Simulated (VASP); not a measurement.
Input of a VASP 6.6.1 run:

Contents of INCAR:

```
SYSTEM = ZrS
PREC     = Accurate       ! precision mode
ENCUT    = 520            ! plane-wave cutoff, eV
EDIFF    = 1E-6           ! SCF threshold, eV
ISMEAR   = 0              ! smearing method
SIGMA    = 0.15           ! smearing width, eV
LREAL    = .FALSE.        ! projectors in reciprocal space
LASPH    = .TRUE.         ! aspherical terms in the spheres
NELM     = 60             ! most SCF steps
ALGO     = Normal         ! electronic algorithm
ISIF     = 2              ! what is computed and relaxed
LWAVE    = .FALSE.        ! write WAVECAR
LCHARG   = .FALSE.        ! write CHGCAR
GGA      = PS             ! functional
NBANDS   = 16             ! bands
```

Contents of KPOINTS:

```
regular mesh
0
G
  16 16 16
  0 0 0
```

Contents of POSCAR:

```
ZrS
1.0
    0.2133641940      2.6943431935      2.6943431935
    2.6943431935      0.2133641940      2.6943431935
    2.6943431935      2.6943431935      0.2133641940
Zr S
1 1
Direct
    0.0000000000      0.0000000000      0.0000000000
    0.5000000000      0.5000000000      0.5000000000
```

Potentials or basis: VASP PAW PBE potentials, release 64 (Zr_sv, S).

The run is started by

```console
$ cat potpaw_PBE.64/Zr_sv/POTCAR potpaw_PBE.64/S/POTCAR > POTCAR
$ mpirun -np 1 vasp_std > vasp.out
```

(1) What does it give for the band gap on the k mesh?

(2) What does it give for the pressure?

## Answers

(1) zero (band 9 reaches 12.45 eV, above the bottom of band 10 at 10.11 eV).

(2) 0.4 GPa.

Caveat: the PAW data sets were made with another functional, which shifts forces and pressure a little.
